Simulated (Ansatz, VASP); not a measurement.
**Two plane-wave programs on MgSe**

Contents of INCAR:

```
SYSTEM = MgSe
  PREC = Accurate
  ENCUT = 600
  EDIFF = 1E-6
  ISMEAR = 0
  SIGMA = 0.1
  LREAL = .FALSE.
  LASPH = .TRUE.
  NELM = 120
  ALGO = Normal
  ISIF = 2
  LWAVE = .FALSE.
  LCHARG = .TRUE.
  GGA = CA
  LELF = .TRUE.
  LVHAR = .TRUE.
  NBANDS = 11
  GGA_COMPAT = .FALSE.
```

KPOINTS

```
regular mesh
0
G
  6 6 6
  0 0 0
```

The input POSCAR:

```
MgSe
1.0
    0.0000000000      2.7255000000      2.7255000000
    2.7255000000      0.0000000000      2.7255000000
    2.7255000000      2.7255000000      0.0000000000
Mg Se
1 1
Direct
    0.0000000000      0.0000000000      0.0000000000
    0.5000000000      0.5000000000      0.5000000000
```

Input for Ansatz:

```yaml
crystal:
  lattice:
    - [0.0, 2.7255, 2.7255]
    - [2.7255, 0.0, 2.7255]
    - [2.7255, 2.7255, 0.0]
  atoms:
    - { symbol: Mg, position: [0.0, 0.0, 0.0] }
    - { symbol: Se, position: [0.5, 0.5, 0.5] }
basis:
  ecutwfc: 420
kpoints:
  mp_grid: { grid: [6, 6, 6] }
hamiltonian:
  xc: lda
scf:
  occupations: { method: gaussian, width: 0.1 }
output:
  forces: true
  stress: true
  eigenvalues: true
```

Alike in both runs: task single point; functional LDA; k mesh 6 × 6 × 6; occupations gaussian, width 0.1 eV; no spin polarisation.

|  | VASP | Ansatz |
| --- | --- | --- |
| version | VASP 6.6.1 | Ansatz 0.2.0 |
| potentials or method | VASP PAW LDA potentials, release 64 (Mg, Se), cutoff 600 eV | scalar-relativistic, plane waves, PAW |
| valence electrons in the cell | 8 | 26 |

|  | VASP | Ansatz | Ansatz less VASP |
| --- | --- | --- | --- |
| gap on the k mesh at the Fermi level (eV) | 1.64 | 1.66 | +0.014 |
| least direct gap on the mesh (eV) | 2.40 | 2.38 | -0.022 |
| pressure (GPa) | -2.4 | -2.1 | +0.30 |

LDA's correlation is that of Perdew and Zunger in VASP and of Perdew and Wang (1992) in Ansatz. VASP's potentials hold 8 valence electrons a cell and Ansatz's 26, so a difference there can come from the potentials and not from the codes.
